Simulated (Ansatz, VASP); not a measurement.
## CdAu: VASP beside Ansatz

File INCAR:

```
SYSTEM = CdAu
PREC     = Accurate       ! precision mode
ENCUT    = 520            ! plane-wave cutoff, eV
EDIFF    = 1E-6           ! SCF threshold, eV
ISMEAR   = 0              ! smearing method
SIGMA    = 0.15           ! smearing width, eV
LREAL    = .FALSE.        ! projectors in reciprocal space
LASPH    = .TRUE.         ! aspherical terms in the spheres
NELM     = 100            ! most SCF steps
ALGO     = Fast           ! electronic algorithm
ISIF     = 2              ! what is computed and relaxed
LWAVE    = .FALSE.        ! write WAVECAR
LCHARG   = .TRUE.         ! write CHGCAR
LELF     = .TRUE.         ! ELF
LVHAR    = .TRUE.       
NBANDS   = 18             ! bands
```

KPOINTS

```
Automatic mesh
0
G
  21 21 12
  0 0 0
```

File POSCAR:

```
CdAu
1.0
    2.9081138244      0.0000000000      0.0000000000
   -1.4540569122      2.5185004491      0.0000000000
    0.0000000000      0.0000000000      5.1959666257
Cd Au
1 1
Direct
    0.0000000000      0.0000000000      0.0000000000
    0.3333333333      0.6666666667      0.5000000000
```

Input for Ansatz:

```yaml
crystal:
  lattice:
    - [2.9081138244, 0.0, 0.0]
    - [-1.4540569122, 2.5185004491, 0.0]
    - [0.0, 0.0, 5.1959666257]
  atoms:
    - { symbol: Cd, position: [0.0, 0.0, 0.0] }
    - { symbol: Au, position: [0.3333333333, 0.6666666667, 0.5] }
basis:
  ecutwfc: 420
kpoints:
  mp_grid: { grid: [21, 21, 12] }
hamiltonian:
  xc: lda
scf:
  occupations: { method: gaussian, width: 0.15 }
output:
  forces: true
  stress: true
  eigenvalues: true
```

Alike in both runs: task single point; functional LDA; k mesh 21 × 21 × 12; occupations gaussian, width 0.15 eV; no spin polarisation.

|  | VASP | Ansatz |
| --- | --- | --- |
| version | VASP 6.6.1 | Ansatz 0.2.0 |
| potentials or method | VASP PAW LDA potentials, release 64 (Cd, Au), cutoff 520 eV | scalar-relativistic, plane waves, PAW |
| valence electrons in the cell | 23 | 39 |

|  | VASP | Ansatz | Ansatz less VASP |
| --- | --- | --- | --- |
| gap on the k mesh at the Fermi level (eV) | none | none | - |
| pressure (GPa) | -6.5 | -7.2 | -0.63 |
| traceless stress, the component that is largest in VASP (GPa) | -3.83 | -3.65 | +0.174 |

LDA's correlation is that of Perdew and Zunger in VASP and of Perdew and Wang (1992) in Ansatz. A gap of «none» marks a metal or a gap that the smearing closes. VASP's potentials hold 23 valence electrons a cell and Ansatz's 39, so a difference there can come from the potentials and not from the codes.

Spin-orbit coupling is off throughout.
